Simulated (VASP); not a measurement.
# Mg32O31 (a cell with a defect) in VASP: notebook, part 2 of 3

VASP 6.6.1. Earlier steps stand in the parts before.

### Step 3. Relaxation of the atoms, PBE+D3(BJ)

Contents of INCAR:

```
ALGO = Normal
EDIFF = 1E-6
EDIFFG = -0.03
ENCUT = 520
GGA = PE
IBRION = 2
ISIF = 2
ISMEAR = 0
IVDW = 12
LASPH = True
LCHARG = False
LREAL = Auto
LWAVE = False
NELM = 60
NSW = 80
PREC = Accurate
SIGMA = 0.05
```

Contents of KPOINTS:

```
k-points
0
Gamma
  1 1 1
```

Contents of POSCAR:

```
Mg32O31
1.0
    8.8224000000      0.0000000000      0.0000000000
    0.0000000000      8.8224000000      0.0000000000
    0.0000000000      0.0000000000      8.8224000000
Mg O
32 31
Direct
    0.4956020000     -0.0020970000     -0.0054827000
    0.7549086000      0.2496346000     -0.0034170000
    0.7483492000     -0.0015706000      0.2488421000
   -0.0028789000      0.0012359000     -0.0006704000
    0.2489950000      0.2468146000      0.0065001000
    0.5004489000      0.4943172000     -0.0043298000
    0.7542558000      0.7462837000     -0.0001107000
    0.2489487000      0.0037545000      0.2460811000
    0.5049537000      0.2508985000      0.2488998000
    0.7516405000      0.5021053000      0.2515345000
    0.5020438000     -0.0035679000      0.4980508000
    0.7473222000      0.2493165000      0.4985715000
    0.7507636000     -0.0019147000      0.7529533000
   -0.0084039000      0.4966812000     -0.0014440000
    0.2460143000      0.7465619000      0.0032065000
   -0.0027049000      0.2498044000      0.2502861000
    0.2475225000      0.4967717000      0.2458089000
    0.4923791000      0.7536164000      0.2509632000
   -0.0034286000     -0.0003570000      0.5035875000
    0.2434395000      0.2518939000      0.4979984000
    0.5027960000      0.4954164000      0.5003690000
    0.7501853000      0.7455596000      0.4966394000
    0.2532142000     -0.0050325000      0.7512653000
    0.4991743000      0.2474262000      0.7496045000
    0.7508515000      0.5038517000      0.7486199000
    0.0004834000      0.7496105000      0.2522169000
   -0.0012078000      0.5009027000      0.5049909000
    0.2450042000      0.7527799000      0.5003597000
   -0.0013723000      0.2468243000      0.7503140000
    0.2520274000      0.5004362000      0.7474331000
    0.5016625000      0.7487819000      0.7520194000
   -0.0017210000      0.7480769000      0.7503884000
    0.7476551000      0.2527699000      0.2520093000
   -0.0025173000      0.4979664000      0.2507932000
    0.0008888000      0.2529831000      0.4979967000
    0.2416844000      0.2504798000      0.2476888000
    0.4949955000      0.4958543000      0.2521976000
    0.7524583000      0.7523349000      0.2551234000
   -0.0008795000     -0.0044077000      0.2475377000
    0.5016109000      0.2504629000      0.5052408000
    0.7514340000      0.4985650000      0.4985939000
    0.7507894000      0.2466394000      0.7486765000
   -0.0014526000      0.5021091000      0.7481432000
   -0.0014566000      0.2498911000      0.0020158000
    0.2489918000      0.7509615000      0.2441487000
    0.5032127000     -0.0000553000      0.2525093000
    0.2460394000      0.4998314000      0.4954336000
    0.5008880000      0.7460326000      0.4959683000
    0.7511474000      0.0067700000      0.5062964000
    0.2509582000      0.2474507000      0.7512186000
    0.4974899000      0.5035433000      0.7571696000
    0.7440731000      0.7454360000      0.7467539000
   -0.0045680000      0.0043936000      0.7511892000
    0.5014226000      0.2482770000     -0.0030212000
    0.7490412000      0.5021674000      0.0049273000
    0.0042191000      0.7565034000     -0.0038451000
    0.2510406000      0.0029300000      0.5022518000
    0.2540781000      0.7497037000      0.7486876000
    0.5006190000     -0.0021801000      0.7491040000
    0.2483067000      0.4993907000     -0.0035941000
    0.5029300000      0.7526687000      0.0001737000
    0.7512658000      0.0001654000      0.0025847000
    0.2541347000     -0.0018033000     -0.0028172000
```

Potentials or basis: VASP PAW PBE potentials, release 64 (Mg, O).

Command:

```sh
> cat potpaw_PBE.64/Mg/POTCAR potpaw_PBE.64/O/POTCAR > POTCAR
> mpirun -np 1 vasp_gam > vasp.out
```

OUTCAR:

```text
EDIFF = 1E-6
   EDIFFG = -0.03
   ENCUT = 520
   GGA = PE
   IBRION = 2
   ISIF = 2
   ISMEAR = 0
   IVDW = 12
   LASPH = True
   LREAL = Auto
   NELM = 60
   NSW = 80
   PREC = Accurate
 IVDW          = 12

 ion  position               nearest neighbor table
   1  0.496  0.998  0.995-  63 2.13  61 2.17  59 2.17  54 2.21  62 2.26  46 2.28  23 3.03  31 3.07
                            24 3.08   5 3.09  13 3.10   8 3.11  18 3.12  15 3.13   3 3.16   9 3.17
   2  0.755  0.250  0.997-  44 2.15  42 2.19  62 2.20  55 2.23  54 2.24  33 2.25  14 3.02  29 3.06
                             4 3.06  13 3.09  16 3.10   6 3.11  25 3.13   9 3.13  24 3.14   3 3.14
   3  0.748  0.998  0.249-  46 2.16  38 2.17  62 2.17  39 2.21  33 2.24  49 2.27  11 3.09   9 3.09
                             4 3.11  16 3.12  12 3.12  22 3.12  18 3.12  26 3.13   7 3.13  19 3.14
   4  0.997  0.001  0.999-  56 2.16  62 2.17  53 2.19  39 2.19  44 2.19  63 2.27   2 3.06  13 3.07
                            29 3.09   5 3.10   7 3.11   3 3.11   8 3.11  16 3.12  32 3.13  15 3.14
   5  0.249  0.247  0.007-  36 2.13  63 2.20  44 2.21  54 2.23  60 2.23  50 2.25   8 3.01  17 3.05
                            16 3.09   1 3.09   4 3.10   9 3.11   6 3.11  29 3.16  24 3.16  23 3.16
[... 875 lines left out ...]

 number of electron     250.0000117 magnetization

 Free energy of the ion-electron system (eV)
  ---------------------------------------------------
  ext. energy  EPLUGINS =         0.00000000
  ---------------------------------------------------
  free energy    TOTEN  =      -366.51824147 eV

  energy without entropy =     -366.51824147  energy(sigma->0) =     -366.51824147

 E-fermi :   4.5069     XC(G=0): -10.3864

 val. band max:        4.2144880278   @ k =   0.0000   0.0000   0.0000
 cond. band min:       6.3154093800   @ k =   0.0000   0.0000   0.0000
 fundamental gap:      2.1009213521
 Fermi energy:         4.5069077633

 k-point     1 :       0.0000    0.0000    0.0000
  band No.  band energies     occupation
      1     -14.4498      2.00000
      2     -13.9415      2.00000
      3     -13.9412      2.00000
      4     -13.8729      2.00000
      5     -13.8726      2.00000
      6     -13.8722      2.00000
[... 129 lines left out ...]
    136       9.5171      0.00000
    137       9.5173      0.00000
 [bands above 137 left out]

------------------------ aborting loop because EDIFF is reached ----------------------------------------

 Edisp (eV)  -16.04140

 E8    (eV) :    -6.2987
[... 86 lines left out ...]
  FREE ENERGIE OF THE ION-ELECTRON SYSTEM (eV)
  ---------------------------------------------------
  free  energy   TOTEN  =      -382.5596378307 eV

  energy  without entropy=     -382.5596378307  energy(sigma->0) =     -382.55963783

 reached required accuracy - stopping structural energy minimisation
```

OSZICAR:

```text
N       E                     dE             d eps       ncg     rms          rms(c)
DAV:   1     0.238099495557E+04    0.23810E+04   -0.13529E+05   322   0.153E+03
DAV:   2    -0.114981028060E+03   -0.24960E+04   -0.23932E+04   484   0.336E+02
DAV:   3    -0.409232876872E+03   -0.29425E+03   -0.29206E+03   364   0.123E+02
[... 110 lines left out ...]
DAV:   3    -0.366518295804E+03    0.68512E-04   -0.15329E-04   372   0.430E-02    0.410E-02
DAV:   4    -0.366518249626E+03    0.46178E-04   -0.28861E-04   356   0.584E-02    0.206E-02
DAV:   5    -0.366518246042E+03    0.35831E-05   -0.50402E-05   372   0.253E-02    0.197E-02
DAV:   6    -0.366518241129E+03    0.49139E-05   -0.39568E-05   356   0.216E-02    0.531E-03
DAV:   7    -0.366518241466E+03   -0.33717E-06   -0.77662E-06   348   0.845E-03
  10 F= -.38255964E+03 E0= -.38255964E+03  d E =-.126800E-02
```

Wall time 54 min (1 thread of Intel Xeon 8259CL, shared host); peak memory 0.79 GiB.

Results:

* Free energy: -382.5596 eV
* Energy gained by relaxing: 11.0 meV/atom
* Ionic steps: 10
* Pressure after relaxing: -16.0 GPa
* Largest force after relaxing: 0.016 eV/Å
* Band gap on the k mesh: 2.10 eV
* Dispersion energy per atom: -0.255 eV

Forces on the atoms (eV/Å):
```
Mg  -0.007  0.000 -0.001
Mg  -0.002  0.003  0.002
Mg  -0.008  0.000 -0.014
Mg   0.000 -0.003  0.005
Mg   0.000  0.004  0.001
Mg  -0.003  0.002 -0.009
Mg  -0.004  0.001 -0.005
Mg   0.005 -0.006 -0.002
Mg  -0.004  0.001  0.000
Mg  -0.006 -0.006 -0.009
Mg  -0.004 -0.001  0.000
Mg   0.001 -0.012 -0.006
Mg   0.002  0.011 -0.003
Mg   0.003 -0.008  0.001
Mg  -0.004 -0.003  0.003
Mg   0.010  0.003  0.004
Mg   0.013  0.005  0.007
Mg   0.005  0.003 -0.003
Mg  -0.001 -0.005 -0.001
Mg   0.003  0.001 -0.001
Mg   0.006  0.004  0.008
Mg   0.010  0.002  0.006
Mg  -0.003  0.007  0.003
Mg  -0.004 -0.006 -0.002
Mg   0.001 -0.003  0.001
Mg  -0.009 -0.002  0.004
Mg  -0.004  0.003 -0.002
Mg  -0.002 -0.004  0.004
Mg  -0.001 -0.003 -0.002
Mg   0.003 -0.002  0.003
Mg  -0.004  0.003  0.000
Mg   0.003 -0.001 -0.002
O   -0.006 -0.004 -0.002
O    0.001  0.003 -0.008
O    0.010 -0.004 -0.008
O    0.003 -0.001 -0.004
O    0.002  0.003  0.000
O    0.001 -0.002 -0.004
O    0.001 -0.001 -0.002
O    0.003  0.004  0.002
O   -0.005 -0.006  0.001
O   -0.004  0.002  0.008
O    0.001 -0.004  0.000
O    0.001 -0.001  0.002
O    0.006 -0.005 -0.003
O   -0.001 -0.005  0.007
O    0.002 -0.001  0.007
O    0.002  0.007  0.006
O   -0.007  0.002 -0.009
O   -0.006  0.003 -0.003
O    0.001 -0.007  0.000
O   -0.002  0.006  0.006
O    0.002  0.007  0.005
O   -0.004  0.004  0.002
O   -0.003 -0.005 -0.001
O   -0.003 -0.004  0.005
O    0.002 -0.003 -0.001
O   -0.003  0.002 -0.005
O   -0.001  0.004  0.005
O    0.005  0.005  0.006
O    0.003  0.002 -0.001
O    0.001  0.007 -0.004
O    0.002 -0.001  0.001
```

The path:
| step | energy change (eV) | largest force (eV/Å) | pressure (GPa) |
| --- | --- | --- | --- |
| 1 | 0.0000 | 0.9729 | -16.24 |
| 2 | -0.4405 | 0.5108 | -16.21 |
| 3 | -0.5466 | 0.3632 | -16.06 |
| 4 | -0.6432 | 0.2188 | -16.05 |
| 5 | -0.6654 | 0.1657 | -16.01 |
| 6 | -0.6844 | 0.0655 | -16.04 |
| 7 | -0.6869 | 0.0561 | -16.05 |
| 8 | -0.6904 | 0.0352 | -16.05 |
| 9 | -0.6911 | 0.0382 | -16.04 |
| 10 | -0.6924 | 0.0162 | -16.04 |

Levels at points of the mesh, in eV from the valence-band top:
```csv
k point,band 123,band 124,band 125,band 126,band 127,band 128
"(0.00, 0.00, 0.00)",-2.11,-2.11,0.00,2.10,3.84,3.84
```

Caveat: the k points lie up to 0.71 Å⁻¹ apart.

### Step 4. Single point, PBE+D3(BJ)

Contents of INCAR:

```
SYSTEM = Mg32O31
ALGO = Normal
EDIFF = 1E-6
ENCUT = 520
GGA = PE
ISIF = 2
ISMEAR = 0
IVDW = 12
LASPH = .True.
LCHARG = .True.
LELF = .True.
LREAL = Auto
LVHAR = .True.
LWAVE = .False.
NBANDS = 162
NELM = 100
PREC = Accurate
SIGMA = 0.05
```

Contents of KPOINTS:

```
k-points
0
Gamma
  1 1 1
  0 0 0
```

Contents of POSCAR:

```
Mg32O31
1.0
    8.8224000000      0.0000000000      0.0000000000
    0.0000000000      8.8224000000      0.0000000000
    0.0000000000      0.0000000000      8.8224000000
Mg O
32 31
Direct
    0.4993718639      0.0002001430     -0.0001878675
    0.7487494475      0.2494911299     -0.0002258560
    0.7492519935     -0.0004150120      0.2497042346
   -0.0007373362      0.0017091136     -0.0002407966
    0.2499659145      0.2495286800     -0.0000297700
    0.4994755822      0.4988424523     -0.0001810978
    0.7471322611      0.7494930627     -0.0001555274
    0.2494285664     -0.0002870191      0.2497639947
    0.4995198925      0.2495529629      0.2491499086
    0.7494153817      0.4994153509      0.2497835682
    0.4994565546      0.0018092184      0.4998756013
    0.7472451544      0.2495651981      0.4998825123
    0.7491924007     -0.0004435636      0.7498818818
   -0.0006712366      0.4972507715     -0.0001230230
    0.2515042077      0.7495182842     -0.0000562994
   -0.0006755843      0.2494889769      0.2476426122
    0.2494615793      0.4993719396      0.2498808137
    0.4992330967      0.7495139490      0.2477420916
   -0.0006937869      0.0085426460      0.4999603744
    0.2516377160      0.2494201131      0.4998690618
    0.4994174259      0.4972878210      0.4998494532
    0.7403589984      0.7494863128      0.4998009116
    0.2494949774     -0.0003578975      0.7500673974
    0.4994357305      0.2495023289      0.7505004815
    0.7493041406      0.4995021913      0.7498669192
   -0.0005545006      0.7496018838      0.2408707280
   -0.0005258389      0.4904391785      0.4999691904
    0.2583147572      0.7495843601      0.5000059032
   -0.0006610864      0.2494448918      0.7521345789
    0.2495362402      0.4994307664      0.7500962667
    0.4993711435      0.7495187263      0.7521049043
   -0.0006270244      0.7494816247      0.7588048978
    0.7494891122      0.2496236393      0.2499820629
   -0.0006106358      0.4990865231      0.2493433724
   -0.0006490934      0.2495367716      0.4998840798
    0.2493046751      0.2495827967      0.2498521610
    0.4993896421      0.4995733992      0.2499446978
    0.7489499849      0.7495619005      0.2494723630
   -0.0006491214      0.0001445258      0.2493149641
    0.4994695726      0.2495953175      0.4999687385
    0.7489080594      0.4990121243      0.4998848840
    0.7494001295      0.2496367115      0.7499066626
   -0.0006314062      0.4991178933      0.7503697820
   -0.0006714871      0.2495995414     -0.0001022170
    0.2498764064      0.7495956075      0.2494371306
    0.4994702821     -0.0003933117      0.2499625676
    0.2498154621      0.4990056282      0.4999147077
    0.4993977560      0.7496012685      0.4998757815
    0.7489683381      0.0000982876      0.4999301301
    0.2493551113      0.2496270743      0.7499076655
    0.4994020173      0.4996510669      0.7498528768
    0.7487893152      0.7496311116      0.7504094948
   -0.0006645968      0.0001907589      0.7505034069
    0.4994744440      0.2496962027     -0.0000788009
    0.7495023385      0.4996655270     -0.0001078269
   -0.0005515627      0.7496975399     -0.0001999853
    0.2499457793      0.0001293364      0.4999093877
    0.2500387913      0.7496605107      0.7504396449
    0.4994887787     -0.0003808322      0.7499459287
    0.2494137536      0.4996907896     -0.0000625947
    0.4993460052      0.7496056721     -0.0000625394
    0.7494231038     -0.0003703244     -0.0001046809
    0.2494499128     -0.0003118433     -0.0000961955
```

Potentials or basis: VASP PAW PBE potentials, release 64 (Mg, O).

Command:

```sh
> cat potpaw_PBE.64/Mg/POTCAR potpaw_PBE.64/O/POTCAR > POTCAR
> mpirun -np 1 vasp_gam > vasp.out
```

OUTCAR:

```text
SYSTEM = Mg32O31
   EDIFF = 1E-6
   ENCUT = 520
   GGA = PE
   ISIF = 2
   ISMEAR = 0
   IVDW = 12
   LASPH = .True.
   LREAL = Auto
   NELM = 100
   PREC = Accurate
 IVDW          = 12

 ion  position               nearest neighbor table
   1  0.499  0.000  1.000-  54 2.20  59 2.20  63 2.20  62 2.21  46 2.21  61 2.21  31 3.11   7 3.11
                            15 3.11  24 3.11  18 3.11   2 3.11   9 3.11   5 3.11  23 3.12  13 3.12
   2  0.749  0.249  1.000-  54 2.20  62 2.20  42 2.20  55 2.21  33 2.21  44 2.21  29 3.11   4 3.11
                            14 3.11  16 3.11  24 3.11   9 3.11   6 3.11   1 3.11  13 3.12   3 3.12
   3  0.749  1.000  0.250-  46 2.20  62 2.20  38 2.21  33 2.21  39 2.21  49 2.21   9 3.12   1 3.12
[... 532 lines left out ...]
  in kB    -160.63737  -160.63085  -160.63299     0.00411    -0.00107     0.00718
  external pressure =     -160.63 kB  Pullay stress =        0.00 kB

 VOLUME and BASIS-vectors are now :
 -----------------------------------------------------------------------------
  energy-cutoff  :      520.00
  volume of cell :      686.69
      direct lattice vectors                 reciprocal lattice vectors
     8.822400000  0.000000000  0.000000000     0.113347842  0.000000000  0.000000000
     0.000000000  8.822400000  0.000000000     0.000000000  0.113347842  0.000000000
     0.000000000  0.000000000  8.822400000     0.000000000  0.000000000  0.113347842

 POSITION                                       TOTAL-FORCE (eV/Angst)
 -----------------------------------------------------------------------------------
      4.40566      0.00177      8.82074         0.000762      0.000560      0.004836
      6.60577      2.20111      8.82041         0.000574      0.003886      0.004132
      6.61020      8.81874      2.20299         0.002035      0.004861      0.001961
      8.81589      0.01508      8.82028         0.003404      0.008082      0.005727
      2.20530      2.20144      8.82214         0.004198      0.003384     -0.003557
      4.40657      4.40099      8.82080        -0.004653      0.004247      0.005505
[... 55 lines left out ...]
      6.61171      8.81913      8.82148         0.000812     -0.009758     -0.001199
      2.20075      8.81965      8.82155        -0.004897     -0.008967     -0.001150
 -----------------------------------------------------------------------------------
    total drift:                               -0.029661     -0.012485     -0.002583

  FREE ENERGIE OF THE ION-ELECTRON SYSTEM (eV)
  ---------------------------------------------------
  free  energy   TOTEN  =      -382.5595212322 eV

  energy  without entropy=     -382.5595212322  energy(sigma->0) =     -382.55952123
```

stdout:

```text
POSCAR found type information on POSCAR MgO
 POSCAR found :  2 types and      63 ions
 scaLAPACK will be used
 LDA part: xc-table for (Slater+PW92), standard interpolation
 POSCAR, INCAR and KPOINTS ok, starting setup
 FFT: planning ... GRIDC
 FFT: planning ... GRID_SOFT
 FFT: planning ... GRID
 WAVECAR not read
 entering main loop
```

Wall time 3.6 min (1 thread of Intel Xeon Platinum 8488C (Sapphire Rapids), shared host); peak memory 0.64 GiB.

Results:

```yaml
Free_energy: -382.5595 eV
Pressure: -16.1 GPa
Largest_force: 0.030 eV/Å
Band_gap_on_the_k_mesh: 2.12 eV
Dispersion_energy_per_atom: -0.255 eV
```

Forces in eV/Å, atoms in the order of the input:
```
Mg   0.001  0.001  0.005
Mg   0.001  0.004  0.004
Mg   0.002  0.005  0.002
Mg   0.003  0.008  0.006
Mg   0.004  0.003 -0.004
Mg  -0.005  0.004  0.006
Mg  -0.002  0.003  0.004
Mg   0.004  0.001 -0.001
Mg  -0.002  0.002  0.003
Mg  -0.004  0.001 -0.001
Mg  -0.002  0.003 -0.002
Mg  -0.005  0.000 -0.001
Mg   0.003  0.006  0.006
Mg   0.002  0.000  0.001
Mg   0.012  0.001 -0.002
Mg   0.000  0.001 -0.003
Mg   0.002  0.001 -0.006
Mg   0.007  0.001 -0.008
Mg   0.001  0.026 -0.004
Mg   0.003  0.007  0.003
Mg  -0.003 -0.004  0.001
Mg  -0.022  0.003  0.000
Mg   0.003  0.005  0.001
Mg  -0.001  0.005  0.003
Mg  -0.002 -0.004  0.006
Mg  -0.003 -0.001 -0.025
Mg   0.000 -0.020 -0.004
Mg   0.030  0.001 -0.004
Mg   0.003  0.006  0.004
Mg   0.001 -0.004 -0.003
Mg   0.000  0.002  0.006
Mg   0.000  0.004  0.029
O   -0.003 -0.003 -0.003
O    0.001  0.012  0.015
O    0.001 -0.001  0.003
O    0.002 -0.002  0.007
O    0.001  0.001  0.003
O    0.015  0.001  0.011
O    0.000 -0.019  0.015
O   -0.006 -0.002 -0.004
O    0.016  0.016  0.003
O    0.003 -0.003 -0.005
O    0.001  0.011 -0.012
O    0.001  0.000 -0.003
O   -0.015  0.001  0.012
O   -0.004 -0.004  0.000
O   -0.009  0.014  0.000
O   -0.003  0.000  0.001
O    0.007 -0.016  0.000
O   -0.001 -0.005 -0.001
O    0.000 -0.001 -0.001
O    0.022 -0.003 -0.016
O    0.001 -0.019 -0.020
O   -0.004 -0.005 -0.001
O   -0.001 -0.001 -0.002
O   -0.004 -0.004  0.003
O   -0.017 -0.011 -0.001
O   -0.021 -0.004 -0.014
O   -0.005 -0.005 -0.006
O   -0.007 -0.005 -0.003
O    0.003  0.000  0.000
O    0.001 -0.010 -0.001
O   -0.005 -0.009 -0.001
```

Caveat: the k points lie up to 0.71 Å⁻¹ apart.

(Part 2 of 3 ends here.)
